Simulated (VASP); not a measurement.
# FeS2 (Pnnm) in VASP: further runs, part 2 of 2

VASP 6.6.1. Earlier steps stand in the parts before.

## 4. Single point, PBE (13.84 Å³/atom)

This run uses another cell than the first one, of 13.84 Å³/atom.

Input file INCAR:

```
SYSTEM = FeS2
ALGO     = Normal         ! electronic algorithm
EDIFF    = 1E-6           ! SCF threshold, eV
ENCUT    = 600            ! plane-wave cutoff, eV
GGA      = PE             ! functional
GGA_COMPAT= .False.      
ISIF     = 2              ! what is computed and relaxed
ISMEAR   = 0              ! smearing method
LASPH    = .True.         ! aspherical terms in the spheres
LCHARG   = .True.         ! write CHGCAR
LELF     = .True.         ! ELF
LREAL    = .False.        ! projectors in reciprocal space
LVHAR    = .True.       
LWAVE    = .False.        ! write WAVECAR
NBANDS   = 29             ! bands
NELM     = 120            ! most SCF steps
PREC     = Accurate       ! precision mode
SIGMA    = 0.05           ! smearing width, eV
```

Input file KPOINTS:

```
k-points
0
Gamma
  6 6 8
  0 0 0
```

Input file POSCAR:

```
FeS2
1.0
    4.4712482436      0.0000000000      0.0000000000
    0.0000000000      5.4431836325      0.0000000000
    0.0000000000      0.0000000000      3.4110762115
Fe S
2 4
Direct
    0.0000000000      0.0000000000      0.0000000000
    0.5000000000      0.5000000000      0.5000000000
    0.2067700379      0.3751442834      0.0000000000
    0.2932299621      0.8751442834      0.5000000000
    0.7932299621      0.6248557166      0.0000000000
    0.7067700379      0.1248557166      0.5000000000
```

Potentials or basis: VASP PAW PBE potentials, release 64 (Fe, S).

Launch:

```console
$ cat potpaw_PBE.64/Fe/POTCAR potpaw_PBE.64/S/POTCAR > POTCAR
$ mpirun -np 1 vasp_std > vasp.out
```

OUTCAR:

```text
SYSTEM = FeS2
   EDIFF = 1E-6
   ENCUT = 600
   GGA = PE
   ISIF = 2
   ISMEAR = 0
   LASPH = .True.
   LREAL = .False.
   NELM = 120
   PREC = Accurate

 ion  position               nearest neighbor table
   1  0.000  0.000  0.000-   3 2.24   5 2.24   4 2.26   6 2.26   4 2.26   6 2.26
   2  0.500  0.500  0.500-   4 2.24   6 2.24   5 2.26   3 2.26   3 2.26   5 2.26
   3  0.207  0.375  0.000-   1 2.24   2 2.26   2 2.26   5 2.29
   4  0.293  0.875  0.500-   2 2.24   1 2.26   1 2.26   6 2.29
   5  0.793  0.625  0.000-   1 2.24   2 2.26   2 2.26   3 2.29
   6  0.707  0.125  0.500-   2 2.24   1 2.26   1 2.26   4 2.29

  LATTYP: Found a simple orthorhombic cell.
 ALAT       =     3.4110762115
 B/A-ratio  =     1.3108027984
 C/A-ratio  =     1.5957379123

  Lattice vectors:

 A1 = (   0.0000000000,   0.0000000000,   3.4110762115)
 A2 = (   4.4712482436,   0.0000000000,   0.0000000000)
 A3 = (   0.0000000000,   5.4431836325,   0.0000000000)

Analysis of symmetry for initial positions (statically):
=====================================================================
 Subroutine PRICEL returns:
 Original cell was already a primitive cell.

 Routine SETGRP: Setting up the symmetry group for a
 simple orthorhombic supercell.

 Subroutine GETGRP returns: Found  8 space group operations
 (whereof  4 operations were pure point group operations)
 out of a pool of  8 trial point group operations.

The static configuration has the point symmetry C_2h.
 The point group associated with its full space group is D_2h.

Analysis of symmetry for dynamics (positions and initial velocities):
=====================================================================
 Subroutine PRICEL returns:
 Original cell was already a primitive cell.

 Routine SETGRP: Setting up the symmetry group for a
 simple orthorhombic supercell.
[... 133 lines left out ...]
     AMIX     =   0.40;   BMIX     =  1.00
     AMIX_MAG =   1.60;   BMIX_MAG =  1.00
  volume/ion in A,a.u.               =      13.84        93.37
  Fermi-wavevector in a.u.,A,eV,Ry     =   1.283425  2.425321 22.411234  1.647179
  Thomas-Fermi vector in A             =   2.415678
   LORBIT       =      0    0 simple, 1 ext, 2 COOP (PROOUT), +10 PAW based schemes
   GGA     = PE    functional components
   LHFCALC =     F    Hartree Fock is set to
   AEXX    =    0.0000 exact exchange contribution
   IVDW    =     0    specifies the selected vdW correction
   LEPSILON=     F    determine dielectric tensor
   LRPA    =     F    only Hartree local field effects (RPA)
 non-spin polarized calculation
 Gauss-broadening in eV      SIGMA  =   0.05
  energy-cutoff  :      600.00
  volume of cell :       83.02
 maximum number of plane-waves:      2796
 NGX is ok and might be reduce to    36
   NGX = 17   NGY = 21   NGZ = 13

 number of electron      40.0000006 magnetization

 Free energy of the ion-electron system (eV)
  ---------------------------------------------------
  ext. energy  EPLUGINS =         0.00000000
  ---------------------------------------------------
  free energy    TOTEN  =       -36.09182020 eV

  energy without entropy =      -36.09182020  energy(sigma->0) =      -36.09182020

 E-fermi :   7.6467     XC(G=0): -11.6160

 val. band max:        7.4386256525   @ k =   0.1667   0.0000   0.2500
 cond. band min:       8.2611502763   @ k =   0.0000   0.5000   0.5000
 fundamental gap:      0.8225246238
 Fermi energy:         7.6466565845

 k-point     1 :       0.0000    0.0000    0.0000
  band No.  band energies     occupation
      1      -9.0296      2.00000
      2      -6.6875      2.00000
      3      -4.9953      2.00000
      4      -4.3089      2.00000
      5       0.0075      2.00000
      6       1.4815      2.00000
[... 757 lines left out ...]
     28      13.6718      0.00000
     29      15.1668      0.00000

 [... further k-points ...]

------------------------ aborting loop because EDIFF is reached ----------------------------------------

  FORCE on cell =-STRESS in cart. coord.  units (eV):
  Direction    XX          YY          ZZ          XY          YZ          ZX
  --------------------------------------------------------------------------------------
  -------------------------------------------------------------------------------------
  Total       -1.4734634     -1.4015516     -1.3441727     -0.0000000      0.0000000      0.0000000
  in kB      -28.4365396    -27.0487053    -25.9413441     -0.0000000      0.0000000      0.0000000
  external PRESSURE =     -27.1421963 kB  Pullay stress =       0.0000000 kB

 VOLUME and BASIS-vectors are now :
 -----------------------------------------------------------------------------
  energy-cutoff  :      600.00
  volume of cell :       83.02
      direct lattice vectors                 reciprocal lattice vectors
     4.471248244  0.000000000  0.000000000     0.223651192  0.000000000  0.000000000
     0.000000000  5.443183633  0.000000000     0.000000000  0.183716014  0.000000000
     0.000000000  0.000000000  3.411076212     0.000000000  0.000000000  0.293162609

 POSITION                                       TOTAL-FORCE (eV/Angst)
 -----------------------------------------------------------------------------------
      0.00000      0.00000      0.00000         0.000000     -0.000000      0.000000
      2.23562      2.72159      1.70554         0.000000     -0.000000      0.000000
      0.92452      2.04198      0.00000        -0.049313      0.030414     -0.000000
      1.31110      4.76357      1.70554         0.049313      0.030414      0.000000
      3.54673      3.40120      0.00000         0.049313     -0.030414      0.000000
      3.16014      0.67961      1.70554        -0.049313     -0.030414     -0.000000
 -----------------------------------------------------------------------------------
    total drift:                                0.000000      0.000000      0.000000

  FREE ENERGIE OF THE ION-ELECTRON SYSTEM (eV)
  ---------------------------------------------------
  free  energy   TOTEN  =       -36.0918202049 eV

  energy  without entropy=      -36.0918202049  energy(sigma->0) =      -36.09182020
```

OSZICAR:

```text
N       E                     dE             d eps       ncg     rms          rms(c)
DAV:   1     0.357422334043E+03    0.35742E+03   -0.19406E+04  4648   0.160E+03
DAV:   2     0.448928791590E+01   -0.35293E+03   -0.33651E+03  4665   0.359E+02
DAV:   3    -0.371937702350E+02   -0.41683E+02   -0.39144E+02  5936   0.131E+02
DAV:   4    -0.395059509096E+02   -0.23122E+01   -0.22844E+01  5869   0.313E+01
DAV:   5    -0.395911331862E+02   -0.85182E-01   -0.85139E-01  6292   0.587E+00    0.268E+01
DAV:   6    -0.515758363119E+02   -0.11985E+02   -0.65818E+01  6558   0.126E+02    0.403E+01
DAV:   7    -0.356551730205E+02    0.15921E+02   -0.38081E+01  5559   0.126E+02    0.855E+00
DAV:   8    -0.362276720575E+02   -0.57250E+00   -0.73008E+00  5479   0.125E+01    0.516E+00
DAV:   9    -0.360940787155E+02    0.13359E+00   -0.37868E-01  6974   0.769E+00    0.145E+00
DAV:  10    -0.360918238550E+02    0.22549E-02   -0.58627E-02  7216   0.159E+00    0.480E-01
DAV:  11    -0.360920852965E+02   -0.26144E-03   -0.22709E-03  6204   0.422E-01    0.247E-01
DAV:  12    -0.360918458680E+02    0.23943E-03   -0.34026E-04  7317   0.172E-01    0.132E-01
DAV:  13    -0.360918127045E+02    0.33163E-04   -0.16061E-04  7174   0.857E-02    0.461E-02
DAV:  14    -0.360918205542E+02   -0.78497E-05   -0.95869E-06  5458   0.240E-02    0.154E-02
DAV:  15    -0.360918202049E+02    0.34928E-06   -0.98696E-07  3470   0.113E-02
   1 F= -.36091820E+02 E0= -.36091820E+02  d E =-.155113E-10
```

stdout:

```text
POSCAR found type information on POSCAR FeS
 POSCAR found :  2 types and       6 ions
 scaLAPACK will be used
 LDA part: xc-table for (Slater+PW92), standard interpolation
 POSCAR, INCAR and KPOINTS ok, starting setup
 FFT: planning ... GRIDC
 FFT: planning ... GRID_SOFT
 FFT: planning ... GRID
 WAVECAR not read
 entering main loop
```

Run time: 2.6 min. Hardware: 1 thread of Intel Xeon Platinum 8488C (Sapphire Rapids), shared host; peak memory 0.33 GiB.

What came out:

| Property | Result |
| --- | --- |
| Free energy | -36.0918 eV |
| Pressure | -2.7 GPa |
| Largest force | 0.058 eV/Å |
| Band gap on the k mesh | 0.82 eV (least direct gap 1.13 eV) |

Forces in eV/Å, atoms in the order of the input:
```
Fe   0.000  0.000  0.000
Fe   0.000  0.000  0.000
S   -0.049  0.030  0.000
S    0.049  0.030  0.000
S    0.049 -0.030  0.000
S   -0.049 -0.030  0.000
```

Stress tensor (GPa, compression positive):
```
-2.84  0.00  0.00
 0.00 -2.70  0.00
 0.00  0.00 -2.59
```

A k mesh can miss the band edges. Spin polarisation is off, so any magnetic state and its effect on volume and gap are missing.

## 5. Single point, PBE (14.11 Å³/atom)

This run uses another cell than the first one, of 14.11 Å³/atom.

Input file INCAR:

```
PREC     = Accurate       # precision mode
ENCUT    = 600            # plane-wave cutoff, eV
EDIFF    = 1E-6           # SCF threshold, eV
ISMEAR   = 0              # smearing method
SIGMA    = 0.05           # smearing width, eV
LREAL    = F              # projectors in reciprocal space
LASPH    = T              # aspherical terms in the spheres
NELM     = 120            # most SCF steps
ALGO     = Normal         # electronic algorithm
ISIF     = 2              # what is computed and relaxed
LWAVE    = F              # write WAVECAR
LCHARG   = T              # write CHGCAR
GGA      = PE             # functional
LELF     = T              # ELF
LVHAR    = T            
NBANDS   = 29             # bands
GGA_COMPAT= F
```

Input file KPOINTS:

```
regular mesh
0
Gamma
  6 6 8
```

Input file POSCAR:

```
FeS2
1.0
    4.5033036132      0.0000000000      0.0000000000
    0.0000000000      5.4765514371      0.0000000000
    0.0000000000      0.0000000000      3.4321634308
Fe S
2 4
Direct
    0.0000000000      0.0000000000      0.0000000000
    0.5000000000      0.5000000000      0.5000000000
    0.2074067100      0.3750793769      0.0000000000
    0.2925932900      0.8750793769      0.5000000000
    0.7925932900      0.6249206231      0.0000000000
    0.7074067100      0.1249206231      0.5000000000
```

Launch:

```console
$ cat potpaw_PBE.64/Fe/POTCAR potpaw_PBE.64/S/POTCAR > POTCAR
$ mpirun -np 1 vasp_std > vasp.out
```

Run time: 2.5 min. Hardware: 1 thread of Intel Xeon Platinum 8488C (Sapphire Rapids), shared host; peak memory 0.33 GiB.

The run converged. Its results:

```yaml
Free_energy: -36.0508 eV
Pressure: -5.2 GPa
Largest_force: 0.056 eV/Å
Band_gap_on_the_k_mesh: 0.77 eV (least direct gap 1.07 eV)
```

Forces in eV/Å, atoms in the order of the input:
```
Fe   0.000  0.000  0.000
Fe   0.000  0.000  0.000
S   -0.049  0.028  0.000
S    0.049  0.028  0.000
S    0.049 -0.028  0.000
S   -0.049 -0.028  0.000
```

Stress tensor (GPa, compression positive):
```
-5.35  0.00  0.00
 0.00 -5.23  0.00
 0.00  0.00 -5.11
```

Levels at points of the mesh, in eV from the valence-band top:
| k point | band 17 | band 18 | band 19 | band 20 | band 21 | band 22 | band 23 | band 24 |
| --- | --- | --- | --- | --- | --- | --- | --- | --- |
| (0.00, 0.00, 0.00) | -0.84 | -0.69 | -0.67 | -0.38 | 1.05 | 1.30 | 2.48 | 2.96 |
| (0.50, 0.00, 0.00) | -0.59 | -0.59 | -0.11 | -0.11 | 1.72 | 1.72 | 1.84 | 1.84 |
| (0.00, 0.50, 0.00) | -0.72 | -0.72 | -0.28 | -0.28 | 1.02 | 1.02 | 2.34 | 2.34 |
| (0.50, 0.50, 0.00) | -1.00 | -1.00 | -0.82 | -0.82 | 1.28 | 1.28 | 2.00 | 2.00 |
| (0.00, 0.00, 0.50) | -0.77 | -0.77 | -0.37 | -0.37 | 1.38 | 1.38 | 1.63 | 1.63 |
| (0.50, 0.00, 0.50) | -0.67 | -0.67 | -0.31 | -0.31 | 1.41 | 1.41 | 1.67 | 1.67 |
| (0.00, 0.50, 0.50) | -1.28 | -1.28 | -0.34 | -0.34 | 0.77 | 0.77 | 2.24 | 2.24 |
| (0.50, 0.50, 0.50) | -0.50 | -0.50 | -0.33 | -0.33 | 1.45 | 1.45 | 1.97 | 1.97 |

Caveat: the cell stands under tension.

## 6. Overview

```csv
cell,gap on the mesh (eV),pressure (GPa),largest force (eV/Å)
"a = 4.373, b = 5.341, c = 3.345 Å, 6 atoms",0.99,6.9,0.07
"a = 4.406, b = 5.375, c = 3.368 Å, 6 atoms",0.93,3.3,0.07
"a = 4.471, b = 5.443, c = 3.411 Å, 6 atoms",0.82,-2.7,0.06
"a = 4.503, b = 5.477, c = 3.432 Å, 6 atoms",0.77,-5.2,0.06
```

Alike in all rows: task single point; level PBE; potentials or basis VASP PAW PBE potentials, release 64 (Fe, S); no spin polarisation; k mesh 6 × 6 × 8; cutoff (eV) 600; smearing gaussian 0.05 eV.

Caveats: the cell stands under pressure (at least some runs); the cell stands under tension (at least some runs).

Absolute energies hang on the potentials; compare differences alone.
